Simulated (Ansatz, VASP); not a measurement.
# Two plane-wave programs on KMgF3

```
CELL_PARAMETERS angstrom
3.98024 0.00000 0.00000
0.00000 3.98024 0.00000
0.00000 0.00000 3.98024
ATOMIC_POSITIONS crystal
K 0.50000 0.50000 0.50000
Mg 0.00000 0.00000 0.00000
F 0.50000 0.00000 0.00000
F 0.00000 0.50000 0.00000
F 0.00000 0.00000 0.50000
```

Alike in both runs: task single point; functional r2SCAN; k mesh 6 × 6 × 6; no spin polarisation.

|  | VASP | Ansatz |
| --- | --- | --- |
| version | VASP 6.6.1 | Ansatz 0.2.0 |
| potentials or method | VASP PAW PBE potentials, release 64 (K_sv, Mg, F) | plane waves, PAW |
| plane-wave cutoff (eV) | 660 | 500 |
| occupations | gaussian, width 0.01 eV | fixed |
| valence electrons in the cell | 32 | 40 |

```tsv
	VASP	Ansatz	Ansatz less VASP
gap on the k mesh at the Fermi level (eV)	8.29	8.30	+0.014
pressure (GPa)	-0.8	0.0	+0.81
```

VASP's potentials were made for PBE, not for r2SCAN. VASP's potentials hold 32 valence electrons a cell and Ansatz's 40, so a difference there can come from the potentials and not from the codes.
